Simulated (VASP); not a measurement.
Input of a VASP 6.6.1 run:

Contents of INCAR:

```
SYSTEM = KBr
PREC = Accurate ; ENCUT = 520
EDIFF = 1E-6 ; ISMEAR = 0
SIGMA = 0.01 ; LREAL = .False.
LASPH = .True. ; NELM = 100
ALGO = Normal ; ISIF = 2
LWAVE = .False. ; LCHARG = .False.
GGA = PE ; NBANDS = 15
```

Contents of KPOINTS:

```
regular mesh
0
Gamma
  4 4 4
  0 0 0
```

File POSCAR:

```
KBr
1.0
    0.0000000000      3.3022478341      3.3022478341
    3.2857365950      0.0000000000      3.3022478341
    3.2857365950      3.3022478341      0.0000000000
K Br
1 1
Direct
    0.0000000000      0.0000000000      0.0000000000
    0.5000000000      0.5000000000      0.5000000000
```

Potentials or basis: VASP PAW PBE potentials, release 64 (K_sv, Br).

Command:

```sh
$ cat potpaw_PBE.64/K_sv/POTCAR potpaw_PBE.64/Br/POTCAR > POTCAR
$ mpirun -np 1 vasp_std > vasp.out
```

Problem. What does it give for the band gap on the k mesh?

Solution. 4.44 eV.

Problem. Predict the pressure.

Solution. 0.8 GPa.

Stress tensor (GPa, compression positive):
```
0.93 0.00 0.00
0.00 0.75 0.00
0.00 0.00 0.75
```

Caveat: the cell differs from its parent crystal (uniaxial x strain -0.5%).
